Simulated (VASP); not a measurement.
Set up this calculation in VASP 6.6.1, as the native input.

```yaml
Task: relaxation of cell and atoms
Functional: PBE
Potentials_or_basis: VASP PAW PBE potentials, release 64 (Tl_d, B, Te)
Cutoff: 600 eV
k_mesh: 10 × 10 × 10
Occupations: gaussian, width 0.1 eV
Spin: no spin polarisation
Dipole_correction: no
Further_INCAR_settings: ALGO = Normal; EDIFF = 1e-06; IBRION = 2; EDIFFG = -0.01; NSW = 100; ISIF = 3
```

The structure of TlBTe2 lies in POSCAR:

```
TlBTe2
1.0
    4.8185523100      0.0000000000      0.0000000000
    0.0000000000      4.8185523100      0.0000000000
    0.0000000000      0.0000000000      4.7264459800
Tl B Te
1 1 2
Direct
    0.0000000000      0.0000000000      0.0000000000
    0.5000000000      0.5000000000      0.0000000000
    0.0000000000      0.5000000000      0.5000000000
    0.5000000000      0.0000000000      0.5000000000
```

These files were run (other wordings do the same):

INCAR

```
SYSTEM = TlBTe2
  PREC = Accurate
  ENCUT = 600
  EDIFF = 1E-6
  ISMEAR = 0
  SIGMA = 0.1
  LREAL = .False.
  LASPH = .True.
  NELM = 100
  ALGO = Normal
  ISIF = 3
  LWAVE = .False.
  LCHARG = .False.
  GGA = PE
  IBRION = 2
  NSW = 100
  EDIFFG = -0.01
```

KPOINTS

```
Automatic mesh
0
Gamma
  10 10 10
  0 0 0
```

Potentials or basis: VASP PAW PBE potentials, release 64 (Tl_d, B, Te).

Launch:

```sh
$ cat potpaw_PBE.64/Tl_d/POTCAR potpaw_PBE.64/B/POTCAR potpaw_PBE.64/Te/POTCAR > POTCAR
$ mpirun -np 1 vasp_std > vasp.out
```

It gave:

| Property | Result |
| --- | --- |
| Relaxed volume | 26.96 Å³/atom |
| Relaxed cell | a = 4.423 Å, b = 4.423 Å, c = 5.513 Å, α = 90.00°, β = 90.00°, γ = 90.00° |
| Space group after relaxing (to 0.05 Å) | P4/mmm (No. 123) |
| Energy gained by relaxing | 30.5 meV/atom |
| Ionic steps | 14 |
| Pressure after relaxing | 0.0 GPa |
| Band gap on the k mesh | zero (band 14 reaches 7.24 eV, above the bottom of band 15 at 4.42 eV) |

Caveat: spin-orbit coupling is left out, which moves the levels of the heavy elements.

It took 17 min on 1 thread of Intel(R) Xeon(R) 6975P-C (Granite Rapids) (shared host), peak memory 0.55 GiB.
